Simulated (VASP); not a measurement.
A run of VASP 6.6.1:

File INCAR:

```
  PREC = Accurate
  ENCUT = 520
  EDIFF = 1E-8
  ISMEAR = -1
  SIGMA = 0.02
  LREAL = False
  LASPH = True
  NELM = 100
  ALGO = Normal
  ISIF = 2
  LWAVE = False
  LCHARG = False
  GGA = PS
  LEFG = True
  NBANDS = 26
```

The input KPOINTS:

```
Automatic mesh
0
Gamma
  8 8 8
```

The input POSCAR:

```
YCl
1.0
    1.8507941279      1.0685564879      9.0509983128
   -1.8507941279      1.0685564879      9.0509983128
    0.0000000000     -2.1371129758      9.0509983128
Y Cl
2 2
Direct
    0.2168300000      0.2168300000      0.2168300000
    0.7831700000      0.7831700000      0.7831700000
    0.3883000000      0.3883000000      0.3883000000
    0.6117000000      0.6117000000      0.6117000000
```

Potentials or basis: VASP PAW PBE potentials, release 64 (Y_sv, Cl).

Run with:

```sh
$ cat potpaw_PBE.64/Y_sv/POTCAR potpaw_PBE.64/Cl/POTCAR > POTCAR
$ mpirun -np 1 vasp_std > vasp.out
```

Hardware: 1 thread of Intel(R) Xeon(R) 6975P-C (Granite Rapids), with other jobs on the host.

**Question.** Estimate the wall time of this run.

**Answer.** It took 10 min on 1 thread of Intel(R) Xeon(R) 6975P-C (Granite Rapids) (shared host), peak memory 0.8 GiB. Counts: scf iterations 17, k points 65.
